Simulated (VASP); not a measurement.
# MoS2 (P-3m1) in VASP: notebook

MoS2 is run at these levels: r2SCAN, PBE+D3(BJ); tasks: single point, relaxation of cell and atoms.

All numbers are computed with VASP 6.6.1; they aren't measurements. Logs are shortened: lines on timing, memory, paths and dates and some standing lists are left out, and cuts for length are marked.

### 1 The cell of the first run

Symmetry: P-3m1, No. 164, trigonal system. Conventional cell: a = 3.220 Å, b = 3.220 Å, c = 5.945 Å, α = 90.00°, β = 90.00°, γ = 120.00°. Within 3.3 Å of Mo (site symmetry -3m) lie 6 S at 2.42 Å and 6 Mo at 3.22 Å. Within 3.7 Å of S (site symmetry 3m) lie 3 Mo at 2.42 Å and 12 S at 3.22 to 3.61 Å.

### 2 Single point, r2SCAN

The input, POSCAR:

```
MoS2
1.0
    3.2202374473      0.0000000000      0.0000000000
   -1.6101187237      2.7888074356      0.0000000000
    0.0000000000      0.0000000000      5.9450268533
Mo S
1 2
Direct
    0.0000000000      0.0000000000      0.0000000000
    0.3333333333      0.6666666667      0.2600310809
    0.6666666667      0.3333333333      0.7399689191
```

The input, INCAR.step1:

```
SYSTEM = MoS2
PREC = Accurate
ENCUT = 520
ISMEAR = -1
SIGMA = 0.02
LREAL = .False.
LASPH = .True.
NELM = 100
NBANDS = 20
GGA = PE
ALGO = Normal
EDIFF = 1E-4
LWAVE = .True.
LCHARG = .False.
```

The input, INCAR.step2:

```
SYSTEM = MoS2
PREC = Accurate
ENCUT = 520
EDIFF = 1E-6
ISMEAR = -1
SIGMA = 0.02
LREAL = .False.
LASPH = .True.
NELM = 100
ALGO = Normal
ISIF = 2
LWAVE = .False.
LCHARG = .True.
METAGGA = R2SCAN
LMIXTAU = .True.
LELF = .True.
LVHAR = .True.
NBANDS = 20
ISTART = 1
```

The input, KPOINTS:

```
Automatic mesh
0
Gamma
  12 12 4
  0 0 0
```

Potentials or basis: VASP PAW PBE potentials, release 64 (Mo_sv, S).

Run with:

```sh
> cat potpaw_PBE.64/Mo_sv/POTCAR potpaw_PBE.64/S/POTCAR > POTCAR
> cp INCAR.step1 INCAR
> mpirun -np 1 vasp_std > vasp.out
> cp INCAR.step2 INCAR
> mpirun -np 1 vasp_std > vasp.out
```

OUTCAR:

```text
SYSTEM = MoS2
   PREC = Accurate
   ENCUT = 520
   EDIFF = 1E-6
   ISMEAR = -1
   LREAL = .False.
   LASPH = .True.
   NELM = 100
   ISIF = 2
   METAGGA = R2SCAN
   ISTART = 1

 ion  position               nearest neighbor table
   1  0.000  0.000  0.000-   2 2.42   3 2.42   3 2.42   2 2.42   3 2.42   2 2.42
   2  0.333  0.667  0.260-   1 2.42   1 2.42   1 2.42
   3  0.667  0.333  0.740-   1 2.42   1 2.42   1 2.42

  LATTYP: Found a hexagonal cell.
 ALAT       =     3.2202374473
 C/A-ratio  =     1.8461454941

  Lattice vectors:

 A1 = (   3.2202374473,   0.0000000000,   0.0000000000)
 A2 = (  -1.6101187237,   2.7888074356,   0.0000000000)
 A3 = (   0.0000000000,   0.0000000000,   5.9450268533)

Analysis of symmetry for initial positions (statically):
=====================================================================
 Subroutine PRICEL returns:
 Original cell was already a primitive cell.

 Routine SETGRP: Setting up the symmetry group for a
 hexagonal supercell.

 Subroutine GETGRP returns: Found 12 space group operations
 (whereof 12 operations were pure point group operations)
 out of a pool of 24 trial point group operations.

The static configuration has the point symmetry D_3d.

Analysis of symmetry for dynamics (positions and initial velocities):
=====================================================================
 Subroutine PRICEL returns:
 Original cell was already a primitive cell.

 Routine SETGRP: Setting up the symmetry group for a
 hexagonal supercell.

 Subroutine GETGRP returns: Found 12 space group operations
 (whereof 12 operations were pure point group operations)
 out of a pool of 24 trial point group operations.

The dynamic configuration has the point symmetry D_3d.

 Subroutine INISYM returns: Found 12 space group operations
 (whereof 12 operations are pure point group operations),
 and found     1 'primitive' translations

----------------------------------------------------------------------------------------

                                     Primitive cell

  volume of cell :      53.3900

  direct lattice vectors                    reciprocal lattice vectors
     3.220237447  0.000000000  0.000000000     0.310536107  0.179288105  0.000000000
    -1.610118724  2.788807436  0.000000000     0.000000000  0.358576210  0.000000000
     0.000000000  0.000000000  5.945026853     0.000000000  0.000000000  0.168207819
[... 82 lines left out ...]
   LSORBIT =      F    spin-orbit coupling
   LASPH  =      T    aspherical Exc in radial PAW
   ENCUT  =  520.0 eV  38.22 Ry    6.18 a.u.   5.99  5.99 11.05*2*pi/ulx,y,z
   NELM   =    100;   NELMIN=  2; NELMDL=  0     # of ELM steps
   EDIFF  = 0.1E-05   stopping-criterion for ELM
   LREAL  =      F    real-space projection
   EDIFFG = 0.1E-04   stopping-criterion for IOM
   NSW    =      0    number of steps for IOM
   IBRION =     -1    ionic relax: 0-MD 1-quasi-New 2-CG
   NFREE  =      0    steps in history (QN), initial steepest desc. (CG)
   ISIF   =      2    stress and relaxation
   ISYM   =      2    0-nonsym 1-usesym 2-fastsym
   POTIM  = 0.5000    time-step for ionic-motion
   TEBEG  =    0.0;   TEEND  =   0.0 temperature during run
   PSTRESS=    0.0 pullay stress
   NELECT =      26.0000    total number of electrons
   NUPDOWN=      -1.0000    fix difference up-down
   EMIN   =  10.00;   EMAX   =-10.00  energy-range for DOS
   EFERMI =   0.00;   METHOD = LEGACY
   ISMEAR =    -1;   SIGMA  =   0.02  broadening in eV -4-tet -1-fermi 0-gaus
   EFERMI_NEDOS =   21; number of points for ismear=-14 and -15
   IALGO  =     38    algorithm
   IMIX   =      4    mixing-type and parameters
     AMIX     =   0.40;   BMIX     =  1.00
     AMIX_MAG =   1.60;   BMIX_MAG =  1.00
  volume/ion in A,a.u.               =      17.80       120.10
  Fermi-wavevector in a.u.,A,eV,Ry     =   1.287990  2.433948 22.570957  1.658919
  Thomas-Fermi vector in A             =   2.419971
   LORBIT       =      0    0 simple, 1 ext, 2 COOP (PROOUT), +10 PAW based schemes
   METAGGA = R2SCAN    functional components
   LHFCALC =     F    Hartree Fock is set to
   AEXX    =    0.0000 exact exchange contribution
   IVDW    =     0    specifies the selected vdW correction
   LEPSILON=     F    determine dielectric tensor
   LRPA    =     F    only Hartree local field effects (RPA)
 non-spin polarized calculation
  energy-cutoff  :      520.00
  volume of cell :       53.39
 maximum number of plane-waves:      1482
   NGX = 11   NGY = 11   NGZ = 23

 number of electron      26.0000004 magnetization

 Free energy of the ion-electron system (eV)
  ---------------------------------------------------
  ext. energy  EPLUGINS =         0.00000000
  ---------------------------------------------------
  free energy    TOTEN  =       -44.14221842 eV

  energy without entropy =      -44.14111322  energy(sigma->0) =      -44.14166582

 E-fermi :   7.6702     XC(G=0): -11.5666

 val. band max:        7.6286064850   @ k =   0.0833   0.0000   0.5000
 cond. band min:       7.6981070640   @ k =   0.0833   0.0000   0.0000
 fundamental gap:      0.0695005791
 Fermi energy:         7.6702156091

 k-point     1 :       0.0000    0.0000    0.0000
  band No.  band energies     occupation
      1     -56.1180      2.00000
      2     -29.4324      2.00000
      3     -29.3843      2.00000
      4     -29.3843      2.00000
      5      -8.0653      2.00000
      6      -6.3062      2.00000
[... 541 lines left out ...]
     19      16.1468      0.00000
     20      16.8213      0.00000

 [... further k-points ...]

------------------------ aborting loop because EDIFF is reached ----------------------------------------

  FORCE on cell =-STRESS in cart. coord.  units (eV):
  Direction    XX          YY          ZZ          XY          YZ          ZX
  --------------------------------------------------------------------------------------
  -------------------------------------------------------------------------------------
  Total        0.4293630      0.4293630      0.3852050     -0.0000000      0.0000000     -0.0000000
  in kB       12.8847191     12.8847191     11.5595864     -0.0000000      0.0000000     -0.0000000
  external PRESSURE =      12.4430082 kB  Pullay stress =       0.0000000 kB

 VOLUME and BASIS-vectors are now :
 -----------------------------------------------------------------------------
  energy-cutoff  :      520.00
  volume of cell :       53.39
      direct lattice vectors                 reciprocal lattice vectors
     3.220237447  0.000000000  0.000000000     0.310536107  0.179288105  0.000000000
    -1.610118724  2.788807436  0.000000000     0.000000000  0.358576210  0.000000000
     0.000000000  0.000000000  5.945026853     0.000000000  0.000000000  0.168207819

 POSITION                                       TOTAL-FORCE (eV/Angst)
 -----------------------------------------------------------------------------------
      0.00000      0.00000      0.00000         0.000000      0.000000      0.000000
     -0.00000      1.85920      1.54589        -0.000000      0.000000     -0.051846
      1.61012      0.92960      4.39914         0.000000     -0.000000      0.051846
 -----------------------------------------------------------------------------------
    total drift:                               -0.000000     -0.000000     -0.000000

  FREE ENERGIE OF THE ION-ELECTRON SYSTEM (eV)
  ---------------------------------------------------
  free  energy   TOTEN  =       -44.1422184248 eV

  energy  without entropy=      -44.1411132234  energy(sigma->0) =      -44.14166582
```

OUTCAR.step1:

```text
SYSTEM = MoS2
   PREC = Accurate
   ENCUT = 520
   ISMEAR = -1
   LREAL = .False.
   LASPH = .True.
   NELM = 100
[... 775 lines left out ...]
      0.00000      0.00000      0.00000         0.000000      0.000000      0.000000
     -0.00000      1.85920      1.54589         0.000000     -0.000000      0.181712
      1.61012      0.92960      4.39914        -0.000000     -0.000000     -0.181712
 -----------------------------------------------------------------------------------
    total drift:                               -0.000000     -0.000000     -0.000000

  FREE ENERGIE OF THE ION-ELECTRON SYSTEM (eV)
  ---------------------------------------------------
  free  energy   TOTEN  =       -20.9773343574 eV

  energy  without entropy=      -20.9761273071  energy(sigma->0) =      -20.97673083
```

OSZICAR.step1:

```text
N       E                     dE             d eps       ncg     rms          rms(c)
DAV:   1     0.181576365141E+03    0.18158E+03   -0.13385E+04  2768   0.122E+03
DAV:   2    -0.151964796542E+02   -0.19677E+03   -0.19199E+03  3356   0.316E+02
DAV:   3    -0.225073599482E+02   -0.73109E+01   -0.72305E+01  3424   0.563E+01
DAV:   4    -0.225914097102E+02   -0.84050E-01   -0.83969E-01  3296   0.638E+00
DAV:   5    -0.225927400542E+02   -0.13303E-02   -0.13302E-02  3520   0.778E-01    0.229E+01
DAV:   6    -0.215394626855E+02    0.10533E+01   -0.15304E+01  2900   0.212E+01    0.956E+00
DAV:   7    -0.211161715872E+02    0.42329E+00   -0.64141E+00  2868   0.130E+01    0.601E+00
DAV:   8    -0.209765559346E+02    0.13962E+00   -0.78678E-01  3052   0.488E+00    0.189E+00
DAV:   9    -0.209788250108E+02   -0.22691E-02   -0.26598E-02  3196   0.103E+00    0.608E-01
DAV:  10    -0.209774290069E+02    0.13960E-02   -0.15706E-02  3048   0.753E-01    0.175E-01
DAV:  11    -0.209773343574E+02    0.94650E-04   -0.67231E-04  3152   0.175E-01
   1 F= -.20977334E+02 E0= -.20976731E+02  d E =-.120705E-02
```

It took 2.2 min on 1 thread of Intel Xeon Platinum 8488C (Sapphire Rapids), shared host; peak memory 0.21 GiB.

Results:

| Property | Result |
| --- | --- |
| Free energy | -44.1422 eV |
| Pressure | 1.2 GPa |
| Largest force | 0.052 eV/Å |
| Band gap on the k mesh | zero (bands 13 and 14 overlap by 1.27 eV) |

Forces in eV/Å, atoms in the order of the input:
```
Mo   0.000  0.000  0.000
S    0.000  0.000 -0.052
S    0.000  0.000  0.052
```

Levels at points of the mesh, in eV from the Fermi level:
```tsv
k point	band 9	band 10	band 11	band 12	band 13	band 14	band 15	band 16	band 17	band 18
(0.00, 0.00, 0.00)	-4.28	-1.55	-1.17	-0.99	-0.99	-0.40	-0.40	3.22	3.22	6.49
(0.50, 0.00, 0.00)	-5.03	-4.35	-3.68	-2.05	-1.72	1.02	1.83	3.91	3.92	6.22
(0.00, 0.00, 0.50)	-4.26	-4.13	-1.01	-1.01	-0.56	-0.56	0.15	3.57	3.57	6.70
(0.50, 0.00, 0.50)	-5.07	-4.47	-2.38	-2.28	-1.72	1.02	1.86	3.27	4.82	5.20
```

Caveat: the PAW data sets were made with another functional, which shifts forces and pressure a little.

### 3 Relaxation of cell and atoms, PBE+D3(BJ)

This run uses another cell than the first one, of 26.34 Å³/atom.

The input, INCAR:

```
SYSTEM = MoS2
  ALGO = Normal
  EDIFF = 1E-7
  EDIFFG = -0.005
  ENCUT = 600
  GGA = PE
  IBRION = 2
  ISIF = 3
  ISMEAR = -1
  IVDW = 12
  LASPH = .True.
  LCHARG = .False.
  LREAL = .False.
  LWAVE = .False.
  NELM = 100
  NSW = 80
  PREC = Accurate
  SIGMA = 0.02
```

The input, KPOINTS:

```
k-points
0
Gamma
  12 12 4
  0 0 0
```

The input, POSCAR:

```
MoS2
1.0
    3.8778126800      0.0000000000      0.0000000000
   -1.9389063400      3.3582842920      0.0000000000
    0.0000000000      0.0000000000      6.0689055160
Mo S
1 2
Direct
    0.0000000000      0.0000000000      0.0000000000
    0.3333333333      0.6666666667      0.2596354077
    0.6666666667      0.3333333333      0.7403645923
```

Potentials or basis: VASP PAW PBE potentials, release 64 (Mo_sv, S).

Run with:

```sh
> cat potpaw_PBE.64/Mo_sv/POTCAR potpaw_PBE.64/S/POTCAR > POTCAR
> mpirun -np 1 vasp_std > vasp.out
```

Wall time 21 min (1 thread of Intel Xeon Platinum 8488C (Sapphire Rapids), shared host); peak memory 0.29 GiB.

Results (log left out):

| Quantity | Value |
| --- | --- |
| Free energy | -22.2865 eV |
| Relaxed volume | 16.93 Å³/atom |
| Relaxed cell | a = 3.173 Å, b = 3.173 Å, c = 5.823 Å, α = 90.00°, β = 90.00°, γ = 120.00° |
| Space group after relaxing (to 0.1 Å) | P-3m1 (No. 164) |
| Energy gained by relaxing | 960.2 meV/atom |
| Ionic steps | 24 |
| Pressure after relaxing | 0.0 GPa |
| Band gap on the k mesh | zero (bands 13 and 14 overlap by 1.21 eV) |
| Dispersion energy per atom | -0.449 eV |

Forces in eV/Å, atoms in the order of the input:
```
Mo   0.000  0.000  0.000
S    0.000  0.000  0.002
S    0.000  0.000 -0.002
```

The path:
| step | energy change (eV) | largest force (eV/Å) | pressure (GPa) | volume (Å³) |
| --- | --- | --- | --- | --- |
| 1 | 0.0000 | 2.4267 | -23.20 | 79.03 |
| 2 | -0.0904 | 8.1883 | 68.85 | 42.85 |
| 3 | -2.5078 | 0.8408 | -3.86 | 56.72 |
| 4 | -2.5237 | 1.1220 | -1.63 | 55.83 |
| 5 | -2.5261 | 1.2628 | -0.50 | 55.40 |
| 6 | -2.7957 | 0.6616 | -0.42 | 53.41 |
| 7 | -2.8701 | 0.2406 | -0.30 | 52.09 |
| 8 | -2.8786 | 0.0216 | -0.16 | 51.44 |
| 9 | -2.8786 | 0.0518 | -0.19 | 51.52 |
| 10 | -2.8789 | 0.0725 | 0.05 | 51.38 |
| 11 | -2.8791 | 0.1010 | 0.39 | 51.19 |
| 12 | -2.8793 | 0.0927 | 0.35 | 51.18 |
| 13 | -2.8797 | 0.0677 | 0.23 | 51.15 |
| 14 | -2.8801 | 0.0181 | -0.05 | 51.09 |
| 15 | -2.8801 | 0.0803 | -0.56 | 50.95 |
| 16 | -2.8803 | 0.0283 | -0.28 | 51.02 |
| 17 | -2.8804 | 0.0245 | -0.18 | 50.92 |
| 18 | -2.8805 | 0.0180 | -0.01 | 50.75 |
| 19 | -2.8805 | 0.0168 | 0.03 | 50.72 |
| 20 | -2.8806 | 0.0098 | 0.04 | 50.73 |
| 21 | -2.8806 | 0.0108 | 0.07 | 50.76 |
| 22 | -2.8806 | 0.0088 | 0.07 | 50.75 |
| 23 | -2.8806 | 0.0027 | -0.05 | 50.79 |
| 24 | -2.8806 | 0.0021 | 0.01 | 50.78 |

Final structure:
```cif
data_structure
_symmetry_space_group_name_H-M 'P 1'
_symmetry_Int_Tables_number 1
_cell_length_a 3.1730
_cell_length_b 3.1730
_cell_length_c 5.8235
_cell_angle_alpha 90.000
_cell_angle_beta 90.000
_cell_angle_gamma 120.000
_cell_volume 50.78
loop_
_atom_site_label
_atom_site_type_symbol
_atom_site_fract_x
_atom_site_fract_y
_atom_site_fract_z
_atom_site_occupancy
Mo1 Mo 0.00000 0.00000 0.00000 1
S1 S 0.33333 0.66667 0.27017 1
S2 S 0.66667 0.33333 0.72983 1
```

Levels at points of the mesh, in eV from the Fermi level:
| k point | band 11 | band 12 | band 13 | band 14 | band 15 | band 16 |
| --- | --- | --- | --- | --- | --- | --- |
| (0.00, 0.00, 0.00) | -1.28 | -0.94 | -0.94 | -0.19 | -0.19 | 2.94 |
| (0.50, 0.00, 0.00) | -3.65 | -1.94 | -1.81 | 1.11 | 1.75 | 3.64 |
| (0.00, 0.00, 0.50) | -0.96 | -0.96 | -0.42 | -0.42 | 0.08 | 3.41 |
| (0.50, 0.00, 0.50) | -2.51 | -2.13 | -1.46 | 1.11 | 1.87 | 2.95 |

Caveat: the volume moved by over 15 % at a fixed basis, so the end points are rough.

The gap in the log of VASP goes by the Fermi energy; the results here count the filled bands.